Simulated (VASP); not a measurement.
The system is Sn.

```xyz
1
Lattice="3.5443 0.0000 0.0000 -1.7722 3.0695 0.0000 0.0000 0.0000 3.3117" Properties=species:S:1:pos:R:3 pbc="T T T"
Sn    0.0000    0.0000    0.0000
```

| Item | Value |
| --- | --- |
| Program | VASP 6.6.1 |
| Task | relaxation of cell and atoms |
| Functional | r2SCAN |
| Potentials or basis | VASP PAW PBE potentials, release 64 (Sn_d) |
| Cutoff | 600 eV |
| k mesh | 6 × 6 × 6 |
| Occupations | gaussian, width 0.1 eV |
| Spin | no spin polarisation |

At the start: pressure -7.8 GPa; volume 36.03 Å³/atom.

Question: Where does the relaxation end?

Answer: Over 7 steps the energy falls by 272.8 meV/atom and the volume is 27.89 Å³/atom (-22.6 %); space group P6/mmm (No. 191, to 0.05 Å).

The path:
```csv
step,energy change (eV),largest force (eV/Å),pressure (GPa),volume (Å³)
1,0.0000,0.0000,-7.79,36.03
2,-0.2711,0.0000,0.81,27.61
3,-0.2726,0.0000,-0.11,28.05
4,-0.2724,0.0000,-0.41,28.20
5,-0.2727,0.0000,-0.31,28.11
6,-0.2727,0.0000,-0.34,28.13
7,-0.2728,0.0000,0.13,27.89
```

Final structure:
```cif
data_structure
_symmetry_space_group_name_H-M 'P 1'
_symmetry_Int_Tables_number 1
_cell_length_a 3.2034
_cell_length_b 3.2034
_cell_length_c 3.1388
_cell_angle_alpha 90.000
_cell_angle_beta 90.000
_cell_angle_gamma 120.000
_cell_volume 27.89
loop_
_atom_site_label
_atom_site_type_symbol
_atom_site_fract_x
_atom_site_fract_y
_atom_site_fract_z
_atom_site_occupancy
Sn1 Sn 0.00000 0.00000 0.00000 1
```

Caveat: the volume moved by over 15 % at a fixed basis, so the end points are rough; the PAW data sets were made with another functional, which shifts forces and pressure a little.
